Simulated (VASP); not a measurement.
Input of a VASP 6.6.1 run:

Contents of INCAR:

```
SYSTEM = LiH
PREC = Accurate
ENCUT = 520
EDIFF = 1E-6
ISMEAR = -1
SIGMA = 0.02
LREAL = .False.
LASPH = .True.
NELM = 100
ALGO = Normal
ISIF = 2
LWAVE = .False.
LCHARG = .False.
GGA = CA
NBANDS = 9
```

KPOINTS

```
Automatic mesh
0
Gamma
  10 10 10
  0 0 0
```

Contents of POSCAR:

```
LiH
1.0
    0.0000000000      1.9550133423      1.9550133423
    1.9550133423      0.0000000000      1.9550133423
    1.9550133423      1.9550133423      0.0000000000
Li H
1 1
Direct
    0.0000000000      0.0000000000      0.0000000000
    0.5000000000      0.5000000000      0.5000000000
```

Potentials or basis: VASP PAW LDA potentials, release 64 (Li_sv, H).

Launch:

```sh
$ cat potpaw_LDA.64/Li_sv/POTCAR potpaw_LDA.64/H/POTCAR > POTCAR
$ mpirun -np 1 vasp_std > vasp.out
```

What does it give for the band gap on the k mesh?

2.53 eV.

 Expect the measured gap to be larger: semilocal functionals such as LDA lack the derivative discontinuity.
